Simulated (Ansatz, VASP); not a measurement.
**AlN in VASP and in Ansatz**

The input POSCAR:

```
AlN
1.0
   -0.4733023302      1.9748131708      1.9748131708
    1.9748131708     -0.4733023302      1.9748131708
    1.9748131708      1.9748131708     -0.4733023302
Al N
1 1
Direct
    0.0000000000      0.0000000000      0.0000000000
    0.7500000000      0.7500000000      0.7500000000
```

Contents of INCAR.step1:

```
  PREC = Accurate
  ENCUT = 520
  ISMEAR = 0
  SIGMA = 0.05
  LREAL = False
  LASPH = True
  NELM = 100
  NBANDS = 11
  GGA = PE
  ALGO = Normal
  EDIFF = 1E-4
  LWAVE = True
  LCHARG = False
```

The input INCAR.step2:

```
  PREC = Accurate
  ENCUT = 520
  EDIFF = 1E-7
  ISMEAR = 0
  SIGMA = 0.05
  LREAL = False
  LASPH = True
  NELM = 100
  ALGO = Normal
  ISIF = 2
  LWAVE = False
  LCHARG = False
  METAGGA = R2SCAN
  LMIXTAU = True
  NBANDS = 11
  ISTART = 1
```

KPOINTS

```
Automatic mesh
0
Gamma
  10 10 10
```

Input for Ansatz:

```yaml
crystal:
  lattice:
    - [-0.4733023302, 1.9748131708, 1.9748131708]
    - [1.9748131708, -0.4733023302, 1.9748131708]
    - [1.9748131708, 1.9748131708, -0.4733023302]
  atoms:
    - { symbol: Al, position: [0.0, 0.0, 0.0] }
    - { symbol: "N", position: [0.75, 0.75, 0.75] }
basis:
  ecutwfc: 500
kpoints:
  mp_grid: { grid: [10, 10, 10] }
hamiltonian:
  xc: r2scan
scf:
  occupations: { method: gaussian, width: 0.05 }
output:
  forces: true
  stress: true
  eigenvalues: true
```

Alike in both runs: task single point; functional r2SCAN; k mesh 10 × 10 × 10; occupations gaussian, width 0.05 eV; no spin polarisation.

|  | VASP | Ansatz |
| --- | --- | --- |
| version | VASP 6.6.1 | Ansatz 0.2.0 |
| potentials or method | VASP PAW PBE potentials, release 64 (Al, N), cutoff 520 eV | scalar-relativistic, plane waves, PAW |
| valence electrons in the cell | 8 | 8 |

|  | VASP | Ansatz | Ansatz less VASP |
| --- | --- | --- | --- |
| gap on the k mesh at the Fermi level (eV) | 2.56 | 2.61 | +0.049 |
| least direct gap on the mesh (eV) | 2.97 | 3.02 | +0.049 |
| rms of the force components (eV/Å) | 7.376 | 7.268 | -0.1076 |

VASP's potentials were made for PBE, not for r2SCAN. Atom by atom the forces differ by 0.108 eV/Å (rms over components).
